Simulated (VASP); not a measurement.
# Cu (Fm-3m) in VASP: further runs

Cu is run at these levels: PBEsol; tasks: single point.

Program: VASP 6.6.1. These are calculated values, not measurements. Logs are shortened: lines on timing, memory, paths and dates and some standing lists are left out, and cuts for length are marked.

**1. The cell of the first run**

It takes space group Fm-3m (No. 225, cubic). Conventional cell: a = 3.627 Å, b = 3.627 Å, c = 3.627 Å, α = 90.00°, β = 90.00°, γ = 90.00°. Within 3.4 Å of Cu (site symmetry m-3m) lie 12 Cu at 2.56 Å.

**2. Single point, PBEsol (volume scaled by 1.01)**

INCAR

```
SYSTEM = Cu
PREC = Accurate ; ENCUT = 520
EDIFF = 1E-6 ; ISMEAR = -1
SIGMA = 0.03 ; LREAL = .FALSE.
LASPH = .TRUE. ; NELM = 80
ALGO = Normal ; ISIF = 2
LWAVE = .FALSE. ; LCHARG = .TRUE.
GGA = PS ; LELF = .TRUE.
LVHAR = .TRUE. ; NBANDS = 12
```

KPOINTS

```
Automatic mesh
0
G
  17 17 17
  0 0 0
```

POSCAR

```
Cu
1.0
    0.0000000000      1.8135050275      1.8135050275
    1.8135050275      0.0000000000      1.8135050275
    1.8135050275      1.8135050275      0.0000000000
Cu
1
Direct
    0.0000000000      0.0000000000      0.0000000000
```

Potentials or basis: VASP PAW PBE potentials, release 64 (Cu).

Started as:

```sh
$ cat potpaw_PBE.64/Cu/POTCAR > POTCAR
$ mpirun -np 1 vasp_std > vasp.out
```

OUTCAR:

```text
SYSTEM = Cu
   PREC = Accurate
   ENCUT = 520
   EDIFF = 1E-6
   ISMEAR = -1
   LREAL = .FALSE.
   LASPH = .TRUE.
   NELM = 80
   ISIF = 2
   GGA = PS

 ion  position               nearest neighbor table
   1  0.000  0.000  0.000-

  LATTYP: Found a face centered cubic cell.
 ALAT       =     3.6270100550

  Lattice vectors:

 A1 = (   0.0000000000,   1.8135050275,   1.8135050275)
 A2 = (   1.8135050275,   0.0000000000,   1.8135050275)
 A3 = (   1.8135050275,   1.8135050275,   0.0000000000)

Analysis of symmetry for initial positions (statically):
=====================================================================
 Subroutine PRICEL returns:
 Original cell was already a primitive cell.

 Routine SETGRP: Setting up the symmetry group for a
 face centered cubic supercell.

 Subroutine GETGRP returns: Found 48 space group operations
 (whereof 48 operations were pure point group operations)
 out of a pool of 48 trial point group operations.

The static configuration has the point symmetry O_h .

Analysis of symmetry for dynamics (positions and initial velocities):
=====================================================================
 Subroutine PRICEL returns:
 Original cell was already a primitive cell.

 Routine SETGRP: Setting up the symmetry group for a
 face centered cubic supercell.

 Subroutine GETGRP returns: Found 48 space group operations
 (whereof 48 operations were pure point group operations)
 out of a pool of 48 trial point group operations.

The dynamic configuration has the point symmetry O_h .

 Subroutine INISYM returns: Found 48 space group operations
 (whereof 48 operations are pure point group operations),
 and found     1 'primitive' translations

----------------------------------------------------------------------------------------

                                     Primitive cell

  volume of cell :      11.9285

  direct lattice vectors                    reciprocal lattice vectors
     0.000000000  1.813505027  1.813505027    -0.275709189  0.275709189  0.275709189
     1.813505027  0.000000000  1.813505027     0.275709189 -0.275709189  0.275709189
     1.813505027  1.813505027  0.000000000     0.275709189  0.275709189 -0.275709189

  length of vectors
     2.564683405  2.564683405  2.564683405     0.477542323  0.477542323  0.477542323

  position of ions in fractional coordinates (direct lattice)
     0.000000000  0.000000000  0.000000000

  ion indices of the primitive-cell ions
   primitive index   ion index
                 1           1

----------------------------------------------------------------------------------------

 KPOINTS: Automatic mesh

Automatic generation of k-mesh.
 Grid dimensions read from file:
 generate k-points for:   17   17   17

 Generating k-lattice:

  Cartesian coordinates                     Fractional coordinates (reciprocal lattice)
    -0.016218188  0.016218188  0.016218188     0.058823529  0.000000000  0.000000000
     0.016218188 -0.016218188  0.016218188     0.000000000  0.058823529  0.000000000
     0.016218188  0.016218188 -0.016218188     0.000000000  0.000000000  0.058823529

  Length of vectors
     0.028090725  0.028090725  0.028090725

  Shift w.r.t. Gamma in fractional coordinates (k-lattice)
     0.000000000  0.000000000  0.000000000

 Subroutine IBZKPT returns following result:
 ===========================================

 Found    165 irreducible k-points:

 Following reciprocal coordinates:
            Coordinates               Weight
  0.000000  0.000000  0.000000      1.000000
  0.058824  0.000000  0.000000      8.000000
  0.117647  0.000000  0.000000      8.000000
  0.176471  0.000000  0.000000      8.000000
  0.235294  0.000000  0.000000      8.000000
  0.294118  0.000000  0.000000      8.000000
[... 16 lines left out ...]
 -0.176471  0.058824  0.000000     24.000000
 -0.117647  0.058824  0.000000     24.000000
 [... further k-points ...]
   k-points           NKPTS =    165   k-points in BZ     NKDIM =    165   number of bands    NBANDS=     12
   number of dos      NEDOS =    301   number of ions     NIONS =      1
   total plane-waves  NPLWV =   8000
   dimension x,y,z NGX =    20 NGY =   20 NGZ =   20
   dimension x,y,z NGXF=    40 NGYF=   40 NGZF=   40
   ions per type =               1
   NGX,Y,Z   is equivalent  to a cutoff of  12.96, 12.96, 12.96 a.u.
   NGXF,Y,Z  is equivalent  to a cutoff of  25.93, 25.93, 25.93 a.u.
 SYSTEM =  Cu
   PREC   = accura    normal or accurate (medium, high low for compatibility)
   ISTART =      0    job   : 0-new  1-cont  2-samecut
   ICHARG =      2    charge: 1-file 2-atom 10-const
   ISPIN  =      1    spin polarized calculation?
   LNONCOLLINEAR =      F non collinear calculations
   LSORBIT =      F    spin-orbit coupling
   LASPH  =      T    aspherical Exc in radial PAW
   ENCUT  =  520.0 eV  38.22 Ry    6.18 a.u.   4.77  4.77  4.77*2*pi/ulx,y,z
   NELM   =     80;   NELMIN=  2; NELMDL= -5     # of ELM steps
   EDIFF  = 0.1E-05   stopping-criterion for ELM
   LREAL  =      F    real-space projection
   EDIFFG = 0.1E-04   stopping-criterion for IOM
   NSW    =      0    number of steps for IOM
   IBRION =     -1    ionic relax: 0-MD 1-quasi-New 2-CG
   NFREE  =      0    steps in history (QN), initial steepest desc. (CG)
   ISIF   =      2    stress and relaxation
   ISYM   =      2    0-nonsym 1-usesym 2-fastsym
   POTIM  = 0.5000    time-step for ionic-motion
   TEBEG  =    0.0;   TEEND  =   0.0 temperature during run
   PSTRESS=    0.0 pullay stress
   NELECT =      11.0000    total number of electrons
   NUPDOWN=      -1.0000    fix difference up-down
   EMIN   =  10.00;   EMAX   =-10.00  energy-range for DOS
   EFERMI =   0.00;   METHOD = LEGACY
   ISMEAR =    -1;   SIGMA  =   0.03  broadening in eV -4-tet -1-fermi 0-gaus
   EFERMI_NEDOS =   21; number of points for ismear=-14 and -15
   IALGO  =     38    algorithm
   IMIX   =      4    mixing-type and parameters
     AMIX     =   0.40;   BMIX     =  1.00
     AMIX_MAG =   1.60;   BMIX_MAG =  1.00
  volume/ion in A,a.u.               =      11.93        80.50
  Fermi-wavevector in a.u.,A,eV,Ry     =   1.593469  3.011220 34.547146  2.539144
  Thomas-Fermi vector in A             =   2.691694
   LORBIT       =      0    0 simple, 1 ext, 2 COOP (PROOUT), +10 PAW based schemes
   GGA     = PS    functional components
   LHFCALC =     F    Hartree Fock is set to
   AEXX    =    0.0000 exact exchange contribution
   IVDW    =     0    specifies the selected vdW correction
   LEPSILON=     F    determine dielectric tensor
   LRPA    =     F    only Hartree local field effects (RPA)
 non-spin polarized calculation
  energy-cutoff  :      520.00
  volume of cell :       11.93
 maximum number of plane-waves:       332
   NGX =  9   NGY =  9   NGZ =  9

 number of electron      10.9999998 magnetization

 Free energy of the ion-electron system (eV)
  ---------------------------------------------------
  ext. energy  EPLUGINS =         0.00000000
  ---------------------------------------------------
  free energy    TOTEN  =        -4.29470936 eV

  energy without entropy =       -4.29381134  energy(sigma->0) =       -4.29426035

 E-fermi :   7.3481     XC(G=0): -12.8509

 val. band max:        7.2290606870   @ k =  -0.4706   0.1176   0.0588
 cond. band min:       7.3659984035   @ k =  -0.3529   0.1765   0.0000
 fundamental gap:      0.1369377164
 Fermi energy:         7.3480543712

 k-point     1 :       0.0000    0.0000    0.0000
  band No.  band energies     occupation
      1      -2.0355      2.00000
      2       4.2719      2.00000
      3       4.2719      2.00000
      4       4.2719      2.00000
      5       5.0906      2.00000
      6       5.0906      2.00000
      7      29.7809      0.00000
      8      32.3168      0.00000
      9      32.3168      0.00000
     10      32.3168      0.00000
     11      34.7851      0.00000
     12      34.7851      0.00000

 k-point     2 :       0.0588    0.0000    0.0000
  band No.  band energies     occupation
      1      -1.9102      2.00000
      2       4.2454      2.00000
      3       4.2955      2.00000
      4       4.2955      2.00000
      5       5.0812      2.00000
      6       5.0812      2.00000
      7      29.0068      0.00000
      8      30.9168      0.00000
      9      31.9124      0.00000
     10      31.9124      0.00000
     11      35.3686      0.00000
     12      35.3686      0.00000

 k-point     3 :       0.1176    0.0000    0.0000
  band No.  band energies     occupation
      1      -1.5392      2.00000
      2       4.1745      2.00000
      3       4.3557      2.00000
      4       4.3557      2.00000
      5       5.0634      2.00000
      6       5.0634      2.00000
      7      26.3190      0.00000
      8      30.4091      0.00000
      9      31.1992      0.00000
     10      31.1993      0.00000
     11      36.5500      0.00000
     12      36.5503      0.00000
[... 286 lines left out ...]
 k-point    23 :      -0.1765    0.0588    0.0000
  band No.  band energies     occupation
      1      -0.5884      2.00000
      2       4.0213      2.00000
      3       4.4388      2.00000
      4       4.4646      2.00000
      5       4.9781      2.00000
      6       5.1952      2.00000
      7      22.3657      0.00000
      8      27.2658      0.00000
      9      31.2723      0.00000
     10      32.2836      0.00000
     11      35.0356      0.00000
     12      35.4623      0.00000

 k-point    24 :      -0.1176    0.0588    0.0000
  band No.  band energies     occupation
      1      -1.2552      2.00000
      2       4.1117      2.00000
      3       4.4007      2.00000
      4       4.4047      2.00000
      5       4.9859      2.00000
      6       5.1268      2.00000
      7      25.3789      0.00000
      8      27.8985      0.00000
      9      31.5045      0.00000
     10      32.7443      0.00000
     11      35.3237      0.00000
     12      35.7433      0.00000

 [... further k-points ...]
[... 5 lines left out ...]
  --------------------------------------------------------------------------------------
  -------------------------------------------------------------------------------------
  Total       -0.5450045     -0.5450045     -0.5450045     -0.0000000     -0.0000000      0.0000000
  in kB      -73.2022413    -73.2022413    -73.2022413     -0.0000000     -0.0000000      0.0000000
  external PRESSURE =     -73.2022413 kB  Pullay stress =       0.0000000 kB

 VOLUME and BASIS-vectors are now :
 -----------------------------------------------------------------------------
  energy-cutoff  :      520.00
  volume of cell :       11.93
      direct lattice vectors                 reciprocal lattice vectors
     0.000000000  1.813505027  1.813505027    -0.275709189  0.275709189  0.275709189
     1.813505027  0.000000000  1.813505027     0.275709189 -0.275709189  0.275709189
     1.813505027  1.813505027  0.000000000     0.275709189  0.275709189 -0.275709189

 POSITION                                       TOTAL-FORCE (eV/Angst)
 -----------------------------------------------------------------------------------
      0.00000      0.00000      0.00000        -0.000000     -0.000000     -0.000000
 -----------------------------------------------------------------------------------
    total drift:                                0.000000      0.000000      0.000000

  FREE ENERGIE OF THE ION-ELECTRON SYSTEM (eV)
  ---------------------------------------------------
  free  energy   TOTEN  =        -4.2947093628 eV

  energy  without entropy=       -4.2938113413  energy(sigma->0) =       -4.29426035
```

It took 51 s on 1 thread of Intel Xeon 8259CL, shared host; peak memory 0.14 GiB.

Results:

```
Free energy : -4.2947 eV
Pressure    : -7.3 GPa
```

Caveat: the PAW data sets were made with another functional, which shifts forces and pressure a little.

**3. Single point, PBEsol (volume scaled by 1.04)**

INCAR

```
SYSTEM = Cu
PREC = Accurate
ENCUT = 520
EDIFF = 1E-7
ISMEAR = -1
SIGMA = 0.03
LREAL = .False.
LASPH = .True.
NELM = 80
ALGO = Normal
ISIF = 2
LWAVE = .False.
LCHARG = .False.
GGA = PS
NBANDS = 12
```

KPOINTS

```
regular mesh
0
Gamma
  17 17 17
  0 0 0
```

POSCAR

```
Cu
1.0
    0.0000000000      1.8312856224      1.8312856224
    1.8312856224      0.0000000000      1.8312856224
    1.8312856224      1.8312856224      0.0000000000
Cu
1
Direct
    0.0000000000      0.0000000000      0.0000000000
```

Potentials or basis: VASP PAW PBE potentials, release 64 (Cu).

Started as:

```sh
$ cat potpaw_PBE.64/Cu/POTCAR > POTCAR
$ mpirun -np 1 vasp_std > vasp.out
```

Wall time 52 s (1 thread of Intel Xeon 8259CL, shared host); peak memory 0.14 GiB.

Results (log left out):

- Free energy: -4.2748 eV
- Pressure: -10.8 GPa

Levels at points of the mesh, in eV from the Fermi level:
```tsv
k point	band 2	band 3	band 4	band 5	band 6	band 7	band 8	band 9	band 10	band 11
(0.00, 0.00, 0.00)	-2.98	-2.98	-2.98	-2.20	-2.20	22.21	24.52	24.52	24.52	26.97
```

Caveat: the PAW data sets were made with another functional, which shifts forces and pressure a little.
